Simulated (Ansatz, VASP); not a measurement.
HfN: VASP beside Ansatz

```
Hf N
1.0
     0.00000    2.27404    2.27404
     2.27404    0.00000    2.27404
     2.27404    2.27404    0.00000
Hf N
1 1
Direct
  0.00000 0.00000 0.00000
  0.50000 0.50000 0.50000
```

Alike in both runs: functional PBE; k mesh 17 × 17 × 17; occupations fermi-dirac, width 0.08 eV; no spin polarisation.

Ansatz relaxed the structure, and its values are those at the end. VASP's run is a single point on that final structure, the one shown.

|  | VASP | Ansatz |
| --- | --- | --- |
| version | VASP 6.6.1 | Ansatz 0.2.0 |
| potentials or method | VASP PAW PBE potentials, release 64 (Hf_pv, N) | PAW with Ansatz's default frozen-core files, scalar-relativistic |
| plane-wave cutoff (eV) | 520 | 420 |
| valence electrons in the cell | 15 | 31 |

|  | VASP | Ansatz | Ansatz less VASP |
| --- | --- | --- | --- |
| pressure (GPa) | -2.3 | 0.0 | +2.33 |

VASP's potentials hold 15 valence electrons a cell and Ansatz's 31, so a difference there can come from the potentials and not from the codes.

Spin-orbit coupling is off throughout.
